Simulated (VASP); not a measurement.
Wanted: the native input for a VASP 6.6.1 run.

* Task: single point
* Functional: PBE
* Potentials or basis: VASP PAW PBE potentials, release 64 (Os, O)
* Cutoff: 520 eV
* k mesh: 8 × 8 × 5
* Occupations: fermi-dirac, width 0.1 eV
* Spin: non-collinear spin, zero start, spin-orbit coupling
* Starting moments: [[0.0, 0.0, 0.0], [0.0, 0.0, 0.0]] μB
* Dipole correction: no
* Further INCAR settings: ALGO = Normal; EDIFF = 1e-06; NBANDS = 26

The structure of OsO lies in POSCAR:

```
OsO
1.0
    3.3211167600      0.0000000000      0.0000000000
   -1.6605583800      2.8761714800      0.0000000000
    0.0000000000      0.0000000000      4.6590329000
Os O
1 1
Direct
    0.0000000000      0.0000000000      0.5000000000
    0.0000000000      0.0000000000      0.0000000000
```

One way to write it, as run:

INCAR

```
SYSTEM = OsO
PREC = Accurate
ENCUT = 520
EDIFF = 1E-6
ISMEAR = -1
SIGMA = 0.1
LREAL = .FALSE.
LASPH = .TRUE.
NELM = 150
ALGO = Normal
ISIF = 2
LWAVE = .FALSE.
LCHARG = .FALSE.
LNONCOLLINEAR = .TRUE.
MAGMOM = 0 0 0 0 0 0
LORBIT = 11
LSORBIT = .TRUE.
GGA_COMPAT = .FALSE.
LORBMOM = .TRUE.
LMAXMIX = 4
GGA = PE
NBANDS = 26
```

KPOINTS

```
Automatic mesh
0
G
  8 8 5
  0 0 0
```

Potentials or basis: VASP PAW PBE potentials, release 64 (Os, O).

Run with:

```sh
$ cat potpaw_PBE.64/Os/POTCAR potpaw_PBE.64/O/POTCAR > POTCAR
$ mpirun -np 1 vasp_ncl > vasp.out
```

Results of the run:

```
Pressure                                              : -37.8 GPa
Net moment                                            : 0.00 μB per cell
Valence electrons inside the program's atomic spheres : Os 6.15; O 4.71
```

Caveat: the cell stands under tension.

It took 110 s on 1 thread of AMD EPYC 9R14 (Zen 4) (shared host), peak memory 0.27 GiB.
